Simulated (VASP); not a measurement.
# AgBr (Fm-3m) in VASP: further runs

Runs on AgBr. Level: LDA. Tasks: relaxation of cell and atoms.

Everything below comes from runs of VASP 6.6.1. Logs are shortened: lines on timing, memory, paths and dates and some standing lists are left out, and cuts for length are marked.

### Step 1. The cell of the first run

The structure is cubic, space group Fm-3m (No. 225). The conventional cell has a = 5.584 Å, b = 5.584 Å, c = 5.584 Å, α = 90.00°, β = 90.00°, γ = 90.00°. Within 3.7 Å of Ag (site symmetry m-3m) lie 6 Br at 2.79 Å. Within 3.7 Å of Br (site symmetry m-3m) lie 6 Ag at 2.79 Å.

### Step 2. Relaxation of cell and atoms, LDA

The input, INCAR:

```
PREC = Accurate ; ENCUT = 500
EDIFF = 1E-7 ; ISMEAR = 0
SIGMA = 0.02 ; LREAL = F
LASPH = T ; NELM = 120
ALGO = Normal ; ISIF = 3
LWAVE = F ; LCHARG = F
GGA = CA ; IBRION = 2
NSW = 100 ; EDIFFG = -0.005
GGA_COMPAT = F ; NELMIN = 4
```

The input, KPOINTS:

```
regular mesh
0
Gamma
  12 12 12
```

The input, POSCAR:

```
AgBr
1.0
    0.0000000000      2.7921489820      2.7921489820
    2.7921489820      0.0000000000      2.7921489820
    2.7921489820      2.7921489820      0.0000000000
Ag Br
1 1
Direct
    0.5000000000      0.5000000000      0.5000000000
    0.0000000000      0.0000000000      0.0000000000
```

Potentials or basis: VASP PAW LDA potentials, release 64 (Ag, Br).

Launch:

```bash
cat potpaw_LDA.64/Ag/POTCAR potpaw_LDA.64/Br/POTCAR > POTCAR
mpirun -np 1 vasp_std > vasp.out
```

OUTCAR:

```text
PREC = Accurate
   ENCUT = 500
   EDIFF = 1E-7
   ISMEAR = 0
   LREAL = F
   LASPH = T
   NELM = 120
   ISIF = 3
   GGA = CA
   IBRION = 2
   NSW = 100
   EDIFFG = -0.005
   NELMIN = 4

 ion  position               nearest neighbor table
   1  0.500  0.500  0.500-   2 2.79   2 2.79   2 2.79   2 2.79   2 2.79   2 2.79
   2  0.000  0.000  0.000-   1 2.79   1 2.79   1 2.79   1 2.79   1 2.79   1 2.79

  LATTYP: Found a face centered cubic cell.
 ALAT       =     5.5842979640

  Lattice vectors:

 A1 = (   0.0000000000,   2.7921489820,   2.7921489820)
 A2 = (   2.7921489820,   0.0000000000,   2.7921489820)
 A3 = (   2.7921489820,   2.7921489820,   0.0000000000)

Analysis of symmetry for initial positions (statically):
=====================================================================
 Subroutine PRICEL returns:
 Original cell was already a primitive cell.

 Routine SETGRP: Setting up the symmetry group for a
 face centered cubic supercell.

 Subroutine GETGRP returns: Found 48 space group operations
 (whereof 48 operations were pure point group operations)
 out of a pool of 48 trial point group operations.

The static configuration has the point symmetry O_h .

Analysis of symmetry for dynamics (positions and initial velocities):
=====================================================================
 Subroutine PRICEL returns:
 Original cell was already a primitive cell.

 Routine SETGRP: Setting up the symmetry group for a
 face centered cubic supercell.

 Subroutine GETGRP returns: Found 48 space group operations
 (whereof 48 operations were pure point group operations)
 out of a pool of 48 trial point group operations.

The dynamic configuration has the point symmetry O_h .

 Subroutine INISYM returns: Found 48 space group operations
 (whereof 48 operations are pure point group operations),
 and found     1 'primitive' translations

----------------------------------------------------------------------------------------

                                     Primitive cell

  volume of cell :      43.5357

  direct lattice vectors                    reciprocal lattice vectors
[... 146 lines left out ...]
  in kB        0.8593211      0.8593211      0.8593211      0.0000000      0.0000000     -0.0000000
  external PRESSURE =       0.8593211 kB  Pullay stress =       0.0000000 kB

 VOLUME and BASIS-vectors are now :
 -----------------------------------------------------------------------------
  energy-cutoff  :      500.00
  volume of cell :       43.54
      direct lattice vectors                 reciprocal lattice vectors
     0.000000000  2.792148982  2.792148982    -0.179073539  0.179073539  0.179073539
     2.792148982  0.000000000  2.792148982     0.179073539 -0.179073539  0.179073539
     2.792148982  2.792148982  0.000000000     0.179073539  0.179073539 -0.179073539

 POSITION                                       TOTAL-FORCE (eV/Angst)
 -----------------------------------------------------------------------------------
      2.79215      2.79215      2.79215         0.000000      0.000000     -0.000000
      0.00000      0.00000      0.00000        -0.000000     -0.000000      0.000000
 -----------------------------------------------------------------------------------
    total drift:                                0.000000      0.000000      0.000000

  FREE ENERGIE OF THE ION-ELECTRON SYSTEM (eV)
  ---------------------------------------------------
  free  energy   TOTEN  =        -6.4124033723 eV

  energy  without entropy=       -6.4124033723  energy(sigma->0) =       -6.41240337

--------------------------------------- Ionic step        2  -------------------------------------------

 number of electron      18.0000002 magnetization

 Free energy of the ion-electron system (eV)
  ---------------------------------------------------
  ext. energy  EPLUGINS =         0.00000000
  ---------------------------------------------------
  free energy    TOTEN  =        -6.41241910 eV

  energy without entropy =       -6.41241910  energy(sigma->0) =       -6.41241910

 E-fermi :   4.7090     XC(G=0): -10.6747

 val. band max:        4.5567109151   @ k =   0.5000   0.0000   0.0000
 cond. band min:       4.9734697177   @ k =   0.0000   0.0000   0.0000
 fundamental gap:      0.4167588026
 Fermi energy:         4.7090216889

 k-point     1 :       0.0000    0.0000    0.0000
  band No.  band energies     occupation
      1     -11.0983      2.00000
      2       1.3060      2.00000
      3       1.3060      2.00000
      4       1.3060      2.00000
      5       1.3085      2.00000
      6       1.3085      2.00000
      7       2.3243      2.00000
      8       2.3243      2.00000
      9       2.3243      2.00000
     10       4.9735      0.00000
     11      14.3740      0.00000
     12      14.3740      0.00000
     13      14.3740      0.00000
[... 354 lines left out ...]
  band No.  band energies     occupation
      1     -10.4972      2.00000
      2      -1.2167      2.00000
      3      -0.1574      2.00000
      4      -0.1518      2.00000
      5       1.6572      2.00000
      6       1.6855      2.00000
      7       2.0454      2.00000
      8       3.4411      2.00000
      9       4.2560      2.00000
     10       8.7612      0.00000
     11       9.6600      0.00000
     12      11.6729      0.00000
     13      12.3925      0.00000

 [... further k-points ...]
[... 5 lines left out ...]
  --------------------------------------------------------------------------------------
  -------------------------------------------------------------------------------------
  Total       -0.0051464     -0.0051464     -0.0051464      0.0000000      0.0000000      0.0000000
  in kB       -0.1890770     -0.1890770     -0.1890770      0.0000000      0.0000000      0.0000000
  external PRESSURE =      -0.1890770 kB  Pullay stress =       0.0000000 kB

 VOLUME and BASIS-vectors are now :
 -----------------------------------------------------------------------------
  energy-cutoff  :      500.00
  volume of cell :       43.61
      direct lattice vectors                 reciprocal lattice vectors
     0.000000000  2.793721626  2.793721626    -0.178972735  0.178972735  0.178972735
     2.793721626  0.000000000  2.793721626     0.178972735 -0.178972735  0.178972735
     2.793721626  2.793721626 -0.000000000     0.178972735  0.178972735 -0.178972735

 POSITION                                       TOTAL-FORCE (eV/Angst)
 -----------------------------------------------------------------------------------
      2.79372      2.79372      2.79372        -0.000000      0.000000      0.000000
      5.58744      2.79372      2.79372         0.000000     -0.000000     -0.000000
 -----------------------------------------------------------------------------------
    total drift:                                0.000000      0.000000      0.000000

  FREE ENERGIE OF THE ION-ELECTRON SYSTEM (eV)
  ---------------------------------------------------
  free  energy   TOTEN  =        -6.4124190993 eV

  energy  without entropy=       -6.4124190993  energy(sigma->0) =       -6.41241910

 reached required accuracy - stopping structural energy minimisation
```

CONTCAR:

```text
AgBr
   1.00000000000000
     0.0000000000000000    2.7937216260001456    2.7937216260001456
     2.7937216260001456    0.0000000000000000    2.7937216260001456
     2.7937216260001456    2.7937216260001456   -0.0000000000000000
  Ag              Br
     1     1
Direct
     0.5000000000000000    0.5000000000000000    0.5000000000000000
     0.0000000000000000    1.0000000000000000    1.0000000000000000

  0.00000000E+00  0.00000000E+00  0.00000000E+00
  0.00000000E+00  0.00000000E+00  0.00000000E+00
```

Run time: 25 s. Hardware: 1 thread of Intel Xeon 6975P-C (Granite Rapids), shared host; peak memory 0.18 GiB.

Results:

| Property | Result |
| --- | --- |
| Free energy | -6.4124 eV |
| Relaxed volume | 21.80 Å³/atom |
| Relaxed cell | a = 3.951 Å, b = 3.951 Å, c = 3.951 Å, α = 60.00°, β = 60.00°, γ = 60.00° |
| Space group after relaxing (to 0.1 Å) | Fm-3m (No. 225) |
| Energy gained by relaxing | 0.0 meV/atom |
| Ionic steps | 2 |
| Pressure after relaxing | 0.0 GPa |
| Band gap on the k mesh | 0.42 eV (least direct gap 2.65 eV) |

Final structure:
```cif
data_structure
_symmetry_space_group_name_H-M 'P 1'
_symmetry_Int_Tables_number 1
_cell_length_a 3.9509
_cell_length_b 3.9509
_cell_length_c 3.9509
_cell_angle_alpha 60.000
_cell_angle_beta 60.000
_cell_angle_gamma 60.000
_cell_volume 43.61
loop_
_atom_site_label
_atom_site_type_symbol
_atom_site_fract_x
_atom_site_fract_y
_atom_site_fract_z
_atom_site_occupancy
Ag1 Ag 0.50000 0.50000 0.50000 1
Br1 Br 0.00000 0.00000 0.00000 1
```

Levels at points of the mesh, in eV from the valence-band top:
```
           k point  band 5  band 6  band 7  band 8  band 9  band 10  band 11  band 12  band 13
(0.00, 0.00, 0.00)   -3.25   -3.25   -2.23   -2.23   -2.23     0.42     9.82     9.82     9.82
(0.50, 0.00, 0.00)   -2.86   -2.86   -2.47    0.00    0.00     3.27     6.41     6.41     6.92
(0.50, 0.50, 0.00)   -3.29   -3.05   -2.74   -2.74   -2.57     1.19     6.79     9.19    11.21
```

A k mesh can miss the band edges.

### Step 3. Relaxation of cell and atoms, LDA, target pressure -3 GPa, at which the enthalpy is minimised

The input, INCAR:

```
SYSTEM = AgBr
PREC = Accurate
ENCUT = 500
EDIFF = 1E-7
ISMEAR = 0
SIGMA = 0.01
LREAL = .FALSE.
LASPH = .TRUE.
NELM = 120
ALGO = Normal
ISIF = 3
LWAVE = .FALSE.
LCHARG = .FALSE.
GGA = CA
IBRION = 2
NSW = 80
EDIFFG = -0.001
PSTRESS = -30.0
GGA_COMPAT = .FALSE.
NELMIN = 4
```

The input, KPOINTS:

```
regular mesh
0
G
  12 12 12
  0 0 0
```

The input, POSCAR:

```
AgBr
1.0
    0.0000000000      2.7918978539      2.7918978539
    2.7918978539      0.0000000000      2.7918978539
    2.7918978539      2.7918978539      0.0000000000
Ag Br
1 1
Direct
    0.5000000000      0.5000000000      0.5000000000
    0.0000000000      0.0000000000      0.0000000000
```

Potentials or basis: VASP PAW LDA potentials, release 64 (Ag, Br).

Launch:

```bash
cat potpaw_LDA.64/Ag/POTCAR potpaw_LDA.64/Br/POTCAR > POTCAR
mpirun -np 1 vasp_std > vasp.out
```

Run time: 35 s. Hardware: 1 thread of Intel Xeon 6975P-C (Granite Rapids), shared host; peak memory 0.18 GiB.

Results (log left out):

| Property | Result |
| --- | --- |
| Free energy | -6.3881 eV |
| Relaxed volume | 23.03 Å³/atom |
| Relaxed cell | a = 4.024 Å, b = 4.024 Å, c = 4.024 Å, α = 60.00°, β = 60.00°, γ = 60.00° |
| Space group after relaxing (to 0.1 Å) | Fm-3m (No. 225) |
| Energy change on relaxing (the run minimises the enthalpy) | +12.2 meV/atom |
| Ionic steps | 3 |
| Pressure after relaxing | -3.0 GPa |
| Band gap on the k mesh | 0.41 eV (least direct gap 2.43 eV) |

The path:
| step | energy change (eV) | largest force (eV/Å) | pressure (GPa) | volume (Å³) |
| --- | --- | --- | --- | --- |
| 1 | 0.0000 | 0.0000 | 0.10 | 43.52 |
| 2 | 0.0277 | 0.0000 | -3.17 | 46.23 |
| 3 | 0.0243 | 0.0000 | -3.00 | 46.06 |

Final structure:
```
CELL_PARAMETERS angstrom
0.00000 2.84505 2.84505
2.84505 0.00000 2.84505
2.84505 2.84505 0.00000
ATOMIC_POSITIONS crystal
Ag 0.50000 0.50000 0.50000
Br 0.00000 0.00000 0.00000
```

Levels at points of the mesh, in eV from the valence-band top:
```
           k point  band 6  band 7  band 8  band 9  band 10  band 11  band 12  band 13
(0.00, 0.00, 0.00)   -2.98   -2.03   -2.03   -2.03     0.41     9.83     9.83     9.83
(0.50, 0.00, 0.00)   -2.65   -2.29    0.00    0.00     3.43     6.53     6.53     6.57
(0.50, 0.50, 0.00)   -2.81   -2.53   -2.53   -2.42     1.31     6.88     8.95    10.93
```

Caveat: the cell is relaxed towards a set pressure, so the run minimises the enthalpy, not the energy.
